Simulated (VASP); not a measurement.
A run of VASP 6.6.1 is set up as follows.

INCAR

```
PREC = Accurate
ENCUT = 520
EDIFF = 1E-6
ISMEAR = 0
SIGMA = 0.1
LREAL = F
LASPH = T
NELM = 80
ALGO = Normal
ISIF = 2
LWAVE = F
LCHARG = F
GGA = PE
NBANDS = 26
```

KPOINTS

```
regular mesh
0
Gamma
  6 6 6
```

File POSCAR:

```
BaZnF2
1.0
    1.8305133800      1.0568474000      6.5136051900
   -1.8305133800      1.0568474000      6.5136051900
    0.0000000000     -2.1136947900      6.5136051900
Ba Zn F
1 1 2
Direct
    0.5000000000      0.5000000000      0.5000000000
    0.0000000000      0.0000000000      0.0000000000
    0.2337000100      0.2337000100      0.2337000100
    0.7662999900      0.7662999900      0.7662999900
```

Potentials or basis: VASP PAW PBE potentials, release 64 (Ba_sv, Zn, F).

Command:

```sh
$ cat potpaw_PBE.64/Ba_sv/POTCAR potpaw_PBE.64/Zn/POTCAR potpaw_PBE.64/F/POTCAR > POTCAR
$ mpirun -np 1 vasp_std > vasp.out
```

(1) What does it give for the pressure?

(2) Predict the band gap on the k mesh.

(3) Estimate the largest force.

Results:

(1) 15.6 GPa.

(2) 1.41 eV (least direct gap 1.73 eV).

(3) 0.108 eV/Å.

Caveat: the stress differs along the axes, from 9 to 19 GPa; spin-orbit coupling is left out, which moves the levels of the heavy elements.
